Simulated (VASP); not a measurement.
# SnTeCl2 (P4/mmm) in VASP: a series of runs

Runs on SnTeCl2. Level: PBE. Tasks: relaxation of cell and atoms, single point.

Everything below comes from runs of VASP 6.6.1. Logs are shortened: lines on timing, memory, paths and dates and some standing lists are left out, and cuts for length are marked.

## (1) The cell of the first run

The structure is tetragonal, space group P4/mmm (No. 123). The conventional cell has a = 4.313 Å, b = 4.313 Å, c = 7.806 Å, α = 90.00°, β = 90.00°, γ = 90.00°. Within 3.2 Å of Sn (site symmetry 4/mmm) lie 2 Cl at 2.44 Å and 4 Te at 3.05 Å. Te (site symmetry 4/mmm) has 4 Sn at 3.05 Å and 8 Cl at 3.90 Å within 4.0 Å. Within 3.2 Å of Cl (site symmetry 4mm) lie 1 Sn at 2.44 Å and 1 Cl at 2.93 Å.

## (2) Relaxation of cell and atoms, PBE

INCAR reads:

```
SYSTEM = SnTeCl2
PREC     = Accurate       ! precision mode
ENCUT    = 600            ! plane-wave cutoff, eV
EDIFF    = 1E-7           ! SCF threshold, eV
ISMEAR   = 0              ! smearing method
SIGMA    = 0.1            ! smearing width, eV
LREAL    = .False.        ! projectors in reciprocal space
LASPH    = .True.         ! aspherical terms in the spheres
NELM     = 100            ! most SCF steps
ALGO     = Normal         ! electronic algorithm
ISIF     = 3              ! what is computed and relaxed
LWAVE    = .False.        ! write WAVECAR
LCHARG   = .False.        ! write CHGCAR
GGA      = PE             ! functional
IBRION   = 2              ! ionic algorithm
NSW      = 100            ! ionic steps
EDIFFG   = -0.01          ! ionic threshold
```

KPOINTS reads:

```
Automatic mesh
0
Gamma
  12 12 6
  0 0 0
```

POSCAR reads:

```
SnTeCl2
1.0
    4.3130671434      0.0000000000      0.0000000000
    0.0000000000      4.3130671434      0.0000000000
    0.0000000000      0.0000000000      7.8057476706
Sn Te Cl
1 1 2
Direct
    0.0000000000      0.0000000000      0.0000000000
    0.5000000000      0.5000000000      0.0000000000
    0.0000000000      0.0000000000      0.3121442992
    0.0000000000      0.0000000000      0.6878557008
```

Potentials or basis: VASP PAW PBE potentials, release 64 (Sn_d, Te, Cl).

The run is started by

```console
cat potpaw_PBE.64/Sn_d/POTCAR potpaw_PBE.64/Te/POTCAR potpaw_PBE.64/Cl/POTCAR > POTCAR
mpirun -np 1 vasp_std > vasp.out
```

OUTCAR:

```text
SYSTEM = SnTeCl2
   PREC = Accurate
   ENCUT = 600
   EDIFF = 1E-7
   ISMEAR = 0
   LREAL = .False.
   LASPH = .True.
   NELM = 100
   ISIF = 3
   GGA = PE
   IBRION = 2
   NSW = 100
   EDIFFG = -0.01

 ion  position               nearest neighbor table
   1  0.000  0.000  0.000-   3 2.44   4 2.44   2 3.05   2 3.05   2 3.05   2 3.05
   2  0.500  0.500  0.000-   1 3.05   1 3.05   1 3.05   1 3.05
   3  0.000  0.000  0.312-   1 2.44
   4  0.000  0.000  0.688-   1 2.44

  LATTYP: Found a simple tetragonal cell.
 ALAT       =     4.3130671434
 C/A-ratio  =     1.8097904371

  Lattice vectors:

 A1 = (   4.3130671434,   0.0000000000,   0.0000000000)
 A2 = (   0.0000000000,   4.3130671434,   0.0000000000)
 A3 = (   0.0000000000,   0.0000000000,   7.8057476706)

Analysis of symmetry for initial positions (statically):
=====================================================================
 Subroutine PRICEL returns:
 Original cell was already a primitive cell.

 Routine SETGRP: Setting up the symmetry group for a
 simple tetragonal supercell.

 Subroutine GETGRP returns: Found 16 space group operations
 (whereof 16 operations were pure point group operations)
 out of a pool of 16 trial point group operations.

The static configuration has the point symmetry D_4h.

Analysis of symmetry for dynamics (positions and initial velocities):
=====================================================================
 Subroutine PRICEL returns:
 Original cell was already a primitive cell.

 Routine SETGRP: Setting up the symmetry group for a
 simple tetragonal supercell.

 Subroutine GETGRP returns: Found 16 space group operations
 (whereof 16 operations were pure point group operations)
 out of a pool of 16 trial point group operations.

The dynamic configuration has the point symmetry D_4h.

 Subroutine INISYM returns: Found 16 space group operations
 (whereof 16 operations are pure point group operations),
 and found     1 'primitive' translations

----------------------------------------------------------------------------------------

                                     Primitive cell

  volume of cell :     145.2068

  direct lattice vectors                    reciprocal lattice vectors
     4.313067143  0.000000000  0.000000000     0.231853567  0.000000000  0.000000000
     0.000000000  4.313067143  0.000000000     0.000000000  0.231853567  0.000000000
     0.000000000  0.000000000  7.805747671     0.000000000  0.000000000  0.128110726

  length of vectors
[... 90 lines left out ...]
   IBRION =      2    ionic relax: 0-MD 1-quasi-New 2-CG
   NFREE  =      1    steps in history (QN), initial steepest desc. (CG)
   ISIF   =      3    stress and relaxation
   ISYM   =      2    0-nonsym 1-usesym 2-fastsym
   POTIM  = 0.5000    time-step for ionic-motion
   TEBEG  =    0.0;   TEEND  =   0.0 temperature during run
   PSTRESS=    0.0 pullay stress
   NELECT =      34.0000    total number of electrons
   NUPDOWN=      -1.0000    fix difference up-down
   EMIN   =  10.00;   EMAX   =-10.00  energy-range for DOS
   EFERMI =   0.00;   METHOD = LEGACY
   ISMEAR =     0;   SIGMA  =   0.10  broadening in eV -4-tet -1-fermi 0-gaus
   EFERMI_NEDOS =   21; number of points for ismear=-14 and -15
   IALGO  =     38    algorithm
   IMIX   =      4    mixing-type and parameters
     AMIX     =   0.40;   BMIX     =  1.00
     AMIX_MAG =   1.60;   BMIX_MAG =  1.00
  volume/ion in A,a.u.               =      36.30       244.98
  Fermi-wavevector in a.u.,A,eV,Ry     =   1.009033  1.906796 13.852747  1.018148
  Thomas-Fermi vector in A             =   2.141937
   LORBIT       =      0    0 simple, 1 ext, 2 COOP (PROOUT), +10 PAW based schemes
   GGA     = PE    functional components
   LHFCALC =     F    Hartree Fock is set to
   AEXX    =    0.0000 exact exchange contribution
   IVDW    =     0    specifies the selected vdW correction
   LEPSILON=     F    determine dielectric tensor
   LRPA    =     F    only Hartree local field effects (RPA)
 conjugate gradient relaxation of ions
 non-spin polarized calculation
 Gauss-broadening in eV      SIGMA  =   0.10
  energy-cutoff  :      600.00
  volume of cell :      145.21
 maximum number of plane-waves:      4880
 NGX is ok and might be reduce to    36
   NGX = 17   NGY = 17   NGZ = 31

--------------------------------------- Ionic step        1  -------------------------------------------

 number of electron      34.0000006 magnetization

 Free energy of the ion-electron system (eV)
  ---------------------------------------------------
  ext. energy  EPLUGINS =         0.00000000
  ---------------------------------------------------
  free energy    TOTEN  =       -11.92481023 eV

  energy without entropy =      -11.90127114  energy(sigma->0) =      -11.91304068

------------------------ aborting loop because EDIFF is reached ----------------------------------------

  FORCE on cell =-STRESS in cart. coord.  units (eV):
  Direction    XX          YY          ZZ          XY          YZ          ZX
  --------------------------------------------------------------------------------------
  -------------------------------------------------------------------------------------
  Total       -0.0408612     -0.0408612      0.1984434      0.0000000      0.0000000      0.0000000
  in kB       -0.4508533     -0.4508533      2.1895777      0.0000000      0.0000000      0.0000000
  external PRESSURE =       0.4292904 kB  Pullay stress =       0.0000000 kB
[... 291 lines left out ...]
--------------------------------------- Ionic step        9  -------------------------------------------

 number of electron      34.0000014 magnetization

 Free energy of the ion-electron system (eV)
  ---------------------------------------------------
  ext. energy  EPLUGINS =         0.00000000
  ---------------------------------------------------
  free energy    TOTEN  =       -11.93323153 eV

  energy without entropy =      -11.90783063  energy(sigma->0) =      -11.92053108

 E-fermi :   0.9669     XC(G=0):  -7.4542

 val. band max:        0.9543723511   @ k =   0.4167   0.0000   0.5000
 cond. band min:       0.9678967011   @ k =   0.4167   0.0833   0.3333
 fundamental gap:      0.0135243500
 Fermi energy:         0.9668549676

 k-point     1 :       0.0000    0.0000    0.0000
  band No.  band energies     occupation
      1     -20.7224      2.00000
      2     -20.7171      2.00000
      3     -20.7018      2.00000
      4     -20.5942      2.00000
      5     -20.5942      2.00000
      6     -13.4049      2.00000
[... 565 lines left out ...]
     20       7.1309      0.00000
     21       7.5696      0.00000

 [... further k-points ...]
[... 5 lines left out ...]
  --------------------------------------------------------------------------------------
  -------------------------------------------------------------------------------------
  Total        0.0065586      0.0065586     -0.0394779      0.0000000      0.0000000      0.0000000
  in kB        0.0706340      0.0706340     -0.4251606      0.0000000      0.0000000      0.0000000
  external PRESSURE =      -0.0946308 kB  Pullay stress =       0.0000000 kB
[... 19 lines left out ...]
  FREE ENERGIE OF THE ION-ELECTRON SYSTEM (eV)
  ---------------------------------------------------
  free  energy   TOTEN  =       -11.9332315275 eV

  energy  without entropy=      -11.9078306296  energy(sigma->0) =      -11.92053108

 reached required accuracy - stopping structural energy minimisation
```

OSZICAR:

```text
N       E                     dE             d eps       ncg     rms          rms(c)
DAV:   1     0.318738980996E+03    0.31874E+03   -0.16058E+04  4709   0.175E+03
DAV:   2     0.312133998831E+02   -0.28753E+03   -0.27826E+03  5675   0.399E+02
DAV:   3    -0.104631862709E+02   -0.41677E+02   -0.40399E+02  5683   0.143E+02
[... 96 lines left out ...]
DAV:   6    -0.119332325024E+02    0.19436E-04   -0.87987E-06  7091   0.346E-02    0.707E-03
DAV:   7    -0.119332314864E+02    0.10159E-05   -0.17808E-06  5617   0.928E-03    0.363E-03
DAV:   8    -0.119332316340E+02   -0.14756E-06   -0.24264E-07  4115   0.344E-03    0.120E-03
DAV:   9    -0.119332314626E+02    0.17140E-06   -0.39540E-08  2877   0.194E-03    0.349E-04
DAV:  10    -0.119332315275E+02   -0.64907E-07   -0.11659E-08  2562   0.110E-03
   9 F= -.11933232E+02 E0= -.11920531E+02  d E =-.542115E-03
```

CONTCAR:

```text
SnTeCl2
   1.00000000000000
     4.3086663173698323    0.0000000000000000    0.0000000000000000
     0.0000000000000000    4.3086663173698323    0.0000000000000000
    -0.0000000000000000    0.0000000000000000    8.0135582652425299
  Sn              Te              Cl
     1     1     2
Direct
     0.0000000000000000    0.0000000000000000    1.0000000000000000
     0.5000000000000000    0.5000000000000000    1.0000000000000000
     0.0000000000000000    0.0000000000000000    0.3031131481376123
     0.0000000000000000    0.0000000000000000    0.6968868518623874

  0.00000000E+00  0.00000000E+00  0.00000000E+00
  0.00000000E+00  0.00000000E+00  0.00000000E+00
  0.00000000E+00  0.00000000E+00  0.00000000E+00
  0.00000000E+00  0.00000000E+00  0.00000000E+00
```

Run time: 22 min. Hardware: 1 thread of AMD EPYC 9R45 (Zen 5), shared host; peak memory 0.6 GiB.

Results:

```yaml
Free_energy: -11.9332 eV
Relaxed_volume: 37.19 Å³/atom
Relaxed_cell: a = 4.309 Å, b = 4.309 Å, c = 8.014 Å, α = 90.00°, β = 90.00°, γ = 90.00°
Space_group_after_relaxing_to_0.05_Å: P4/mmm (No. 123)
Energy_gained_by_relaxing: 2.1 meV/atom
Ionic_steps: 9
Pressure_after_relaxing: 0.0 GPa
Band_gap_on_the_k_mesh: zero (band 17 reaches 1.08 eV, above the bottom of band 18 at 0.50 eV)
```

Forces in eV/Å, atoms in the order of the input:
```
Sn   0.000  0.000  0.000
Te   0.000  0.000  0.000
Cl   0.000  0.000 -0.002
Cl   0.000  0.000  0.002
```

The path:
| step | energy change (eV) | largest force (eV/Å) | pressure (GPa) | volume (Å³) |
| --- | --- | --- | --- | --- |
| 1 | 0.0000 | 0.1085 | 0.04 | 145.21 |
| 2 | -0.0015 | 0.1065 | 0.03 | 145.41 |
| 3 | -0.0047 | 0.1030 | 0.00 | 146.02 |
| 4 | -0.0061 | 0.1038 | 0.00 | 147.22 |
| 5 | -0.0070 | 0.0721 | 0.04 | 147.37 |
| 6 | -0.0079 | 0.0010 | 0.14 | 147.70 |
| 7 | -0.0079 | 0.0139 | 0.15 | 147.76 |
| 8 | -0.0081 | 0.0093 | 0.11 | 148.05 |
| 9 | -0.0084 | 0.0021 | -0.01 | 148.77 |

Final structure:
```yaml
crystal:
  lattice:
    - [4.30867, 0.00000, 0.00000]
    - [0.00000, 4.30867, 0.00000]
    - [0.00000, 0.00000, 8.01356]
  atoms:
    - { symbol: Sn, position: [0.00000, 0.00000, 0.00000] }
    - { symbol: Te, position: [0.50000, 0.50000, 0.00000] }
    - { symbol: Cl, position: [0.00000, 0.00000, 0.30311] }
    - { symbol: Cl, position: [0.00000, 0.00000, 0.69689] }
```

Levels at points of the mesh, in eV from the Fermi level:
```csv
k point,band 15,band 16,band 17,band 18,band 19,band 20
"(0.00, 0.00, 0.00)",-1.05,-1.05,-0.77,-0.47,4.13,5.54
"(0.50, 0.00, 0.00)",-1.47,-0.64,0.12,1.77,1.86,1.87
"(0.50, 0.50, 0.00)",-1.68,-1.68,-0.98,-0.29,6.73,6.73
"(0.00, 0.00, 0.50)",-0.89,-0.89,-0.67,0.35,4.14,5.60
"(0.50, 0.00, 0.50)",-1.30,-0.64,0.02,1.86,1.96,2.31
"(0.50, 0.50, 0.50)",-1.41,-1.41,-0.30,0.19,5.97,6.47
```

Caveat: spin-orbit coupling is left out, which moves the levels of the heavy elements; this functional lacks dispersion, which binds the layers, so the pressure and a relaxed spacing across them are unreliable.

(Continued in part 2 of 2.)
